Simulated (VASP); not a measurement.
Crystal: Ge.

```
CELL_PARAMETERS angstrom
4.73497 0.00000 0.00000
-2.36749 4.10061 0.00000
0.00000 0.00000 2.93568
ATOMIC_POSITIONS crystal
Ge 0.00000 0.00000 0.00000
Ge 0.33333 0.66667 0.50000
Ge 0.66667 0.33333 0.50000
```

- Program: VASP 6.6.1
- Task: relaxation of cell and atoms
- Functional: PBE
- Potentials or basis: VASP PAW PBE potentials, release 64 (Ge_d)
- Cutoff: 600 eV
- k mesh: 8 × 8 × 10
- Occupations: fermi-dirac, width 0.08 eV
- Spin: no spin polarisation

At the start: pressure 1.8 GPa; volume 19.00 Å³/atom.

**Question.** Where does the relaxation end?

**Answer.** Over 13 steps the energy falls by 25.4 meV/atom and the volume is 19.45 Å³/atom (+2.4 %); space group P6/mmm (No. 191, to 0.05 Å).

The path:
```csv
step,energy change (eV),largest force (eV/Å),pressure (GPa),volume (Å³)
1,0.0000,0.0000,1.77,57.00
2,-0.0280,0.0000,-0.07,58.74
3,-0.0325,0.0000,-2.14,60.83
4,-0.0347,0.0000,-1.53,60.12
5,-0.0556,0.0000,-1.51,60.00
6,-0.0688,0.0000,-1.38,59.78
7,-0.0689,0.0000,-1.47,59.85
8,-0.0695,0.0000,-1.49,59.82
9,-0.0762,0.0000,-0.05,58.31
10,-0.0761,0.0000,0.21,58.24
11,-0.0762,0.0000,0.11,58.28
12,-0.0762,0.0000,-0.11,58.38
13,-0.0762,0.0000,-0.01,58.36
```

Final structure:
```xyz
3
Lattice="4.9328 0.0000 0.0000 -2.4664 4.2720 0.0000 0.0000 0.0000 2.7694" Properties=species:S:1:pos:R:3 pbc="T T T"
Ge    0.0000    0.0000    0.0000
Ge    0.0000    2.8480    1.3847
Ge    2.4664    1.4240    1.3847
```
